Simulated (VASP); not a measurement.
Set up this calculation in VASP 6.6.1, as the native input.

```yaml
Task: relaxation of cell and atoms
Functional: PBE
Potentials_or_basis: VASP PAW PBE potentials, release 64 (Zr_sv, Se, S)
Cutoff: 600 eV
k_mesh: 4 × 4 × 4
Occupations: gaussian, width 0.1 eV
Spin: no spin polarisation
Dipole_correction: no
Further_INCAR_settings: ALGO = Normal; EDIFF = 1e-06; IBRION = 2; EDIFFG = -0.04; NSW = 90; ISIF = 3
```

The structure of Zr3SeS2 lies in POSCAR:

```
Zr3SeS2
1.0
    3.2767946800     -4.1636226600      0.0000000000
    3.2767946800      4.1636226600      0.0000000000
    0.0000000000      0.0000000000      4.9017530900
Zr Se S
3 1 2
Direct
    0.0000000000      0.5000000000      0.0000000000
    0.5000000000      0.0000000000      0.0000000000
    0.5000000000      0.5000000000      0.5000000000
    0.0000000000      0.0000000000      0.5000000000
    0.2219202200      0.7780797800      0.5000000000
    0.7780797800      0.2219202200      0.5000000000
```

The cell was generated, and may not be a known phase.

One way to write it, as run:

INCAR

```
SYSTEM = Zr3SeS2
ALGO = Normal
EDIFF = 1E-6
EDIFFG = -0.04
ENCUT = 600
GGA = PE
IBRION = 2
ISIF = 3
ISMEAR = 0
LASPH = .True.
LCHARG = .False.
LREAL = .False.
LWAVE = .False.
NELM = 100
NSW = 90
PREC = Accurate
SIGMA = 0.1
```

KPOINTS

```
k-points
0
Gamma
  4 4 4
  0 0 0
```

Potentials or basis: VASP PAW PBE potentials, release 64 (Zr_sv, Se, S).

Launch:

```bash
$ cat potpaw_PBE.64/Zr_sv/POTCAR potpaw_PBE.64/Se/POTCAR potpaw_PBE.64/S/POTCAR > POTCAR
$ mpirun -np 1 vasp_std > vasp.out
```

Results of the run:

- Relaxed volume: 22.66 Å³/atom
- Relaxed cell: a = 6.464 Å, b = 6.464 Å, c = 3.844 Å, α = 90.00°, β = 90.00°, γ = 122.18°
- Space group after relaxing (to 0.1 Å): Cmmm (No. 65)
- Energy gained by relaxing: 1715.5 meV/atom
- Ionic steps: 31
- Pressure after relaxing: 0.0 GPa
- Band gap on the k mesh: zero (bands 27 and 28 overlap by 0.91 eV)

Caveat: a cell axis changed by over 15 % at a fixed basis, so the end point is rough.

Wall time 63 min on 1 thread of Intel Xeon 8259CL (shared host), peak memory 0.34 GiB.
